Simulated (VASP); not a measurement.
# Al3Ru2 (I4/mmm) in VASP: further runs, part 3 of 3

VASP 6.6.1.

## Step 5: Single point, PBEsol (biaxial strain in the a-b plane: +1.5 %)

File INCAR:

```
PREC     = Accurate       # precision mode
ENCUT    = 520            # plane-wave cutoff, eV
EDIFF    = 1E-6           # SCF threshold, eV
ISMEAR   = 0              # smearing method
SIGMA    = 0.1            # smearing width, eV
LREAL    = F              # projectors in reciprocal space
LASPH    = T              # aspherical terms in the spheres
NELM     = 100            # most SCF steps
ALGO     = Fast           # electronic algorithm
ISIF     = 2              # what is computed and relaxed
LWAVE    = F              # write WAVECAR
LCHARG   = T              # write CHGCAR
GGA      = PS             # functional
LELF     = T              # ELF
LVHAR    = T            
NBANDS   = 48             # bands
```

File KPOINTS:

```
Automatic mesh
0
Gamma
  12 12 4
```

File POSCAR:

```
Al3Ru2
1.0
    3.1194632402      0.0000000000      0.0000000000
    0.0000000000      3.1194632402      0.0000000000
    0.0000000000      0.0000000000     14.1233997014
Al Ru
6 4
Direct
    0.0000000000      0.0000000000      0.0000000000
    0.5000000000      0.5000000000      0.3062567814
    0.0000000000      0.0000000000      0.1937432186
    0.5000000000      0.5000000000      0.5000000000
    0.0000000000      0.0000000000      0.8062567814
    0.5000000000      0.5000000000      0.6937432186
    0.5000000000      0.5000000000      0.1056584131
    0.0000000000      0.0000000000      0.3943415869
    0.0000000000      0.0000000000      0.6056584131
    0.5000000000      0.5000000000      0.8943415869
```

Potentials or basis: VASP PAW PBE potentials, release 64 (Al, Ru_pv).

The run is started by

```bash
cat potpaw_PBE.64/Al/POTCAR potpaw_PBE.64/Ru_pv/POTCAR > POTCAR
mpirun -np 1 vasp_std > vasp.out
```

OUTCAR:

```text
PREC = Accurate
   ENCUT = 520
   EDIFF = 1E-6
   ISMEAR = 0
   LREAL = F
   LASPH = T
   NELM = 100
   ISIF = 2
   GGA = PS

 ion  position               nearest neighbor table
   1  0.000  0.000  0.000-   7 2.66  10 2.66   7 2.66  10 2.66   7 2.66  10 2.66   7 2.66  10 2.66
                             3 2.74   5 2.74
   2  0.500  0.500  0.306-   8 2.53   8 2.53   8 2.53   8 2.53   3 2.72   3 2.72   3 2.72   3 2.72
                             4 2.74   7 2.83
   3  0.000  0.000  0.194-   7 2.53   7 2.53   7 2.53   7 2.53   2 2.72   2 2.72   2 2.72   2 2.72
                             1 2.74   8 2.83
   4  0.500  0.500  0.500-   8 2.66   9 2.66   8 2.66   9 2.66   8 2.66   9 2.66   8 2.66   9 2.66
                             2 2.74   6 2.74
   5  0.000  0.000  0.806-  10 2.53  10 2.53  10 2.53  10 2.53   6 2.72   6 2.72   6 2.72   6 2.72
                             1 2.74   9 2.83
   6  0.500  0.500  0.694-   9 2.53   9 2.53   9 2.53   9 2.53   5 2.72   5 2.72   5 2.72   5 2.72
                             4 2.74  10 2.83
   7  0.500  0.500  0.106-   3 2.53   3 2.53   3 2.53   3 2.53   1 2.66   1 2.66   1 2.66   1 2.66
                             2 2.83  10 2.98
   8  0.000  0.000  0.394-   2 2.53   2 2.53   2 2.53   2 2.53   4 2.66   4 2.66   4 2.66   4 2.66
                             3 2.83   9 2.98
   9  0.000  0.000  0.606-   6 2.53   6 2.53   6 2.53   6 2.53   4 2.66   4 2.66   4 2.66   4 2.66
                             5 2.83   8 2.98
  10  0.500  0.500  0.894-   5 2.53   5 2.53   5 2.53   5 2.53   1 2.66   1 2.66   1 2.66   1 2.66
                             6 2.83   7 2.98

  LATTYP: Found a simple tetragonal cell.
 ALAT       =     3.1194632402
 C/A-ratio  =     4.5275095790

  Lattice vectors:

 A1 = (   3.1194632402,   0.0000000000,   0.0000000000)
 A2 = (   0.0000000000,   3.1194632402,   0.0000000000)
 A3 = (   0.0000000000,   0.0000000000,  14.1233997014)

Analysis of symmetry for initial positions (statically):
=====================================================================
 Subroutine PRICEL returns following result:

  LATTYP: Found a body centered tetragonal cell.
 ALAT       =     3.1194632402
[... 174 lines left out ...]
   LHFCALC =     F    Hartree Fock is set to
   AEXX    =    0.0000 exact exchange contribution
   IVDW    =     0    specifies the selected vdW correction
   LEPSILON=     F    determine dielectric tensor
   LRPA    =     F    only Hartree local field effects (RPA)
 non-spin polarized calculation
 RMM-DIIS sequential band-by-band and
 Gauss-broadening in eV      SIGMA  =   0.10
  energy-cutoff  :      520.00
  volume of cell :      137.44
 maximum number of plane-waves:      3752
 NGX is ok and might be reduce to    24
   NGX = 11   NGY = 11   NGZ = 53

 number of electron      73.9999988 magnetization

 Free energy of the ion-electron system (eV)
  ---------------------------------------------------
  ext. energy  EPLUGINS =         0.00000000
  ---------------------------------------------------
  free energy    TOTEN  =       -71.88163722 eV

  energy without entropy =      -71.86376312  energy(sigma->0) =      -71.87270017

 E-fermi :  10.1946     XC(G=0): -12.2158

 val. band max:       10.1944142740   @ k =   0.5000   0.2500   0.2500
 cond. band min:      10.2048865925   @ k =   0.2500   0.1667   0.2500
 fundamental gap:      0.0104723185
 Fermi energy:        10.1945531893

 k-point     1 :       0.0000    0.0000    0.0000
  band No.  band energies     occupation
      1     -31.7152      2.00000
      2     -31.7134      2.00000
      3     -31.6970      2.00000
      4     -31.6970      2.00000
      5     -31.6969      2.00000
      6     -31.6969      2.00000
[... 1213 lines left out ...]
     47      14.2608      0.00000
     48      14.4079      0.00000

 [... further k-points ...]
[... 5 lines left out ...]
  --------------------------------------------------------------------------------------
  -------------------------------------------------------------------------------------
  Total       -4.8213603     -4.8213603      0.0923830      0.0000000      0.0000000     -0.0000000
  in kB      -56.2058054    -56.2058054      1.0769704      0.0000000      0.0000000     -0.0000000
  external PRESSURE =     -37.1115468 kB  Pullay stress =       0.0000000 kB

 VOLUME and BASIS-vectors are now :
 -----------------------------------------------------------------------------
  energy-cutoff  :      520.00
  volume of cell :      137.44
      direct lattice vectors                 reciprocal lattice vectors
     3.119463240  0.000000000  0.000000000     0.320567971  0.000000000  0.000000000
     0.000000000  3.119463240  0.000000000     0.000000000  0.320567971  0.000000000
     0.000000000  0.000000000 14.123399701     0.000000000  0.000000000  0.070804482

 POSITION                                       TOTAL-FORCE (eV/Angst)
 -----------------------------------------------------------------------------------
      0.00000      0.00000      0.00000        -0.000000      0.000000      0.000000
      1.55973      1.55973      4.32539        -0.000000      0.000000     -0.116111
      0.00000      0.00000      2.73631        -0.000000      0.000000      0.116111
      1.55973      1.55973      7.06170        -0.000000      0.000000      0.000000
      0.00000      0.00000     11.38709        -0.000000      0.000000     -0.116111
      1.55973      1.55973      9.79801        -0.000000      0.000000      0.116111
      1.55973      1.55973      1.49226         0.000000     -0.000000      0.041754
      0.00000      0.00000      5.56944         0.000000      0.000000     -0.041754
      0.00000      0.00000      8.55396        -0.000000     -0.000000      0.041754
      1.55973      1.55973     12.63114        -0.000000     -0.000000     -0.041754
 -----------------------------------------------------------------------------------
    total drift:                                0.000000      0.000000      0.000000

  FREE ENERGIE OF THE ION-ELECTRON SYSTEM (eV)
  ---------------------------------------------------
  free  energy   TOTEN  =       -71.8816372194 eV

  energy  without entropy=      -71.8637631228  energy(sigma->0) =      -71.87270017
```

stdout:

```text
POSCAR found type information on POSCAR AlRu
 POSCAR found :  2 types and      10 ions
 scaLAPACK will be used
 -----------------------------------------------------------------------------
|                                                                             |
|                                                                             |
|     You enforced a specific xc type in the INCAR file but a different       |
|     I HOPE YOU KNOW WHAT YOU ARE DOING!                                     |
|                                                                             |
 -----------------------------------------------------------------------------

 LDA part: xc-table for (Slater+PW92), standard interpolation
 POSCAR, INCAR and KPOINTS ok, starting setup
 FFT: planning ... GRIDC
 FFT: planning ... GRID_SOFT
 FFT: planning ... GRID
 WAVECAR not read
 entering main loop
```

It took 15 min on 1 thread of Oxide Virtual Turin-like, shared host; peak memory 0.48 GiB.

What came out:

| Quantity | Value |
| --- | --- |
| Free energy | -71.8816 eV |
| Pressure | -3.7 GPa |
| Largest force | 0.116 eV/Å |
| Band gap on the k mesh | zero (band 37 reaches 11.35 eV, above the bottom of band 38 at 9.54 eV) |

Forces in eV/Å, atoms in the order of the input:
```
Al   0.000  0.000  0.000
Al   0.000  0.000 -0.116
Al   0.000  0.000  0.116
Al   0.000  0.000  0.000
Al   0.000  0.000 -0.116
Al   0.000  0.000  0.116
Ru   0.000  0.000  0.042
Ru   0.000  0.000 -0.042
Ru   0.000  0.000  0.042
Ru   0.000  0.000 -0.042
```

Levels at points of the mesh, in eV from the Fermi level:
```
           k point  band 34  band 35  band 36  band 37  band 38  band 39  band 40  band 41  band 42  band 43
(0.00, 0.00, 0.00)    -0.51    -0.36    -0.34    -0.22    -0.20     2.52     3.58     4.04     4.04     4.84
(0.50, 0.00, 0.00)    -1.68    -1.16    -1.16    -0.38    -0.38     1.21     1.21     1.41     1.41     4.23
(0.50, 0.50, 0.00)     0.44     0.68     0.68     0.92     0.92     0.97     0.97     1.90     1.90     2.03
(0.00, 0.00, 0.50)    -0.67    -0.35    -0.35    -0.21    -0.21     2.85     2.85     4.43     4.43     4.43
(0.50, 0.00, 0.50)    -1.48    -1.16    -1.16    -0.38    -0.38     1.20     1.20     1.41     1.41     4.09
(0.50, 0.50, 0.50)     0.67     0.92     0.92     0.97     0.97     1.33     1.33     1.33     1.33     1.78
```

Caveat: the cell differs from its parent crystal (biaxial strain in the a-b plane: +1.5 %); the PAW data sets were made with another functional, which shifts forces and pressure a little.

## Step 6: The runs side by side

```csv
cell,gap on the mesh (eV),pressure (GPa),largest force (eV/Å)
"a = 3.166, b = 3.166, c = 13.957 Å, 10 atoms",none,-6.7,-
"a = 3.166, b = 3.166, c = 13.995 Å, 10 atoms",none,-7.1,0.08
"a = 3.119, b = 3.119, c = 14.098 Å, 10 atoms",none,-3.6,0.01
"a = 3.119, b = 3.119, c = 14.123 Å, 10 atoms",none,-3.7,0.12
```

Alike in all rows: task single point; level PBEsol; potentials or basis VASP PAW PBE potentials, release 64 (Al, Ru_pv); no spin polarisation; k mesh 12 × 12 × 4; cutoff (eV) 520; smearing gaussian 0.1 eV.

Caveats: the PAW data sets were made with another functional, which shifts forces and pressure a little.

Absolute energies hang on the potentials; compare differences alone.
